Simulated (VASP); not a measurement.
## CdSe: single point with LDA

The system is CdSe.

```
Cd Se
1.0
     4.24934    0.00000    0.00000
    -2.12467    3.68004    0.00000
     0.00000    0.00000   13.87304
Cd Se
4 4
Direct
  0.00000 0.00000 0.99989
  0.33333 0.66667 0.24996
  0.00000 0.00000 0.49989
  0.66667 0.33333 0.74996
  0.00000 0.00000 0.18745
  0.33333 0.66667 0.43771
  0.00000 0.00000 0.68745
  0.66667 0.33333 0.93771
```

```yaml
Program: VASP 6.6.1
Task: single point
Functional: LDA
Potentials_or_basis: VASP PAW LDA potentials, release 64 (Cd, Se)
Cutoff: 520 eV
k_mesh: 6 × 6 × 2
Occupations: fermi-dirac, width 0.02 eV
Spin: no spin polarisation
Dipole_correction: no
Further_INCAR_settings: ALGO = Normal; EDIFF = 1e-07; NBANDS = 46
```

* Pressure: 0.5 GPa
* Band gap on the k mesh: 0.46 eV

Forces on the atoms (eV/Å):
```
Cd   0.000  0.000  0.002
Cd   0.000  0.000  0.000
Cd   0.000  0.000  0.002
Cd   0.000  0.000  0.000
Se   0.000  0.000 -0.003
Se   0.000  0.000  0.000
Se   0.000  0.000 -0.003
Se   0.000  0.000  0.000
```

Levels at points of the mesh, in eV from the valence-band top:
```csv
k point,band 33,band 34,band 35,band 36,band 37,band 38,band 39,band 40
"(0.00, 0.00, 0.00)",-0.44,-0.03,0.00,0.00,0.46,2.12,2.14,2.30
"(0.50, 0.00, 0.00)",-1.47,-1.45,-1.02,-0.82,2.38,2.64,3.22,3.59
"(0.00, 0.00, 0.50)",-0.14,-0.14,-0.14,-0.14,1.56,1.56,2.20,2.20
"(0.50, 0.00, 0.50)",-1.38,-1.38,-1.02,-1.02,2.84,2.84,3.24,3.24
```

Run time: 87 s on 1 thread of Intel(R) Xeon(R) Platinum 8488C (Sapphire Rapids) (shared host), peak memory 0.31 GiB.

Caveat: semilocal functionals underestimate gaps, and a narrow one can read as zero.
